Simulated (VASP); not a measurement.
MgO: single point with PBE

MgO:

```
CELL_PARAMETERS angstrom
2.93802 0.00000 0.00000
-1.46901 2.54440 0.00000
0.00000 0.00000 2.71988
ATOMIC_POSITIONS crystal
Mg 0.00000 0.00000 0.00000
O 0.33333 0.66667 0.50000
```

This cell differs from its parent crystal: strain +0.000 along x and y, +0.015 along z.

* Program: VASP 6.6.1
* Task: single point
* Functional: PBE
* Potentials or basis: VASP PAW PBE potentials, release 64 (Mg, O)
* Cutoff: 520 eV
* k mesh: 9 × 9 × 8
* Occupations: gaussian, width 0.05 eV
* Spin: no spin polarisation
* Dipole correction: no
* Further INCAR settings: ALGO = Normal; EDIFF = 1e-07; NBANDS = 11

- Pressure: -2.9 GPa
- Band gap on the k mesh: 2.90 eV, indirect (least direct gap 3.37 eV)

Stress tensor (GPa, compression positive):
```
-0.20  0.00  0.00
 0.00 -0.20  0.00
 0.00  0.00 -8.46
```

Levels at points of the mesh, in eV from the valence-band top:
```
           k point  band 2  band 3  band 4  band 5  band 6  band 7
(0.00, 0.00, 0.00)   -0.48   -0.47   -0.47    2.90   11.79   15.69
(0.00, 0.00, 0.50)   -5.28    0.00    0.00    8.28    8.82   17.53
```

It took 10 s on 1 thread of AMD EPYC 7R13 Processor (Zen 3) (shared host), peak memory 0.11 GiB.

Caveat: the cell differs from its parent crystal (strain +0.000 along x and y, +0.015 along z). A k mesh can miss the band edges.
